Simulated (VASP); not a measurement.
Write the native input for VASP 6.6.1 that does the following.

```
Task                   : electric field gradients
Functional             : LDA
Potentials or basis    : VASP PAW LDA potentials, release 64 (Mo_sv)
Cutoff                 : 520 eV
k mesh                 : 16 × 16 × 16
Occupations            : fermi-dirac, width 0.05 eV
Spin                   : no spin polarisation
Dipole correction      : no
Further INCAR settings : ALGO = Normal; EDIFF = 1e-08; NBANDS = 13
```

The structure of Mo lies in POSCAR:

```
Mo
1.0
   -1.5710000000      1.5710000000      1.5710000000
    1.5710000000     -1.5710000000      1.5710000000
    1.5710000000      1.5710000000     -1.5710000000
Mo
1
Direct
    0.0000000000      0.0000000000      0.0000000000
```

The input as run:

INCAR

```
SYSTEM = Mo
PREC = Accurate
ENCUT = 520
EDIFF = 1E-8
ISMEAR = -1
SIGMA = 0.05
LREAL = .False.
LASPH = .True.
NELM = 80
ALGO = Normal
ISIF = 2
LWAVE = .False.
LCHARG = .False.
LEFG = .True.
NBANDS = 13
```

KPOINTS

```
regular mesh
0
Gamma
  16 16 16
  0 0 0
```

Potentials or basis: VASP PAW LDA potentials, release 64 (Mo_sv).

Run with:

```console
$ cat potpaw_LDA.64/Mo_sv/POTCAR > POTCAR
$ mpirun -np 1 vasp_std > vasp.out
```

It gave:

| Item | Value |
| --- | --- |
| Pressure | -7.1 GPa |
| Band gap on the k mesh | zero (bands 7 and 8 overlap by 5.45 eV) |
| Largest electric field gradient by atom | under 0.05 V/Å² on every atom |

Caveat: the cell stands under tension.

Run time: 12 s on 1 thread of Intel(R) Xeon(R) Platinum 8488C (Sapphire Rapids), with other jobs on the host, peak memory 0.13 GiB.
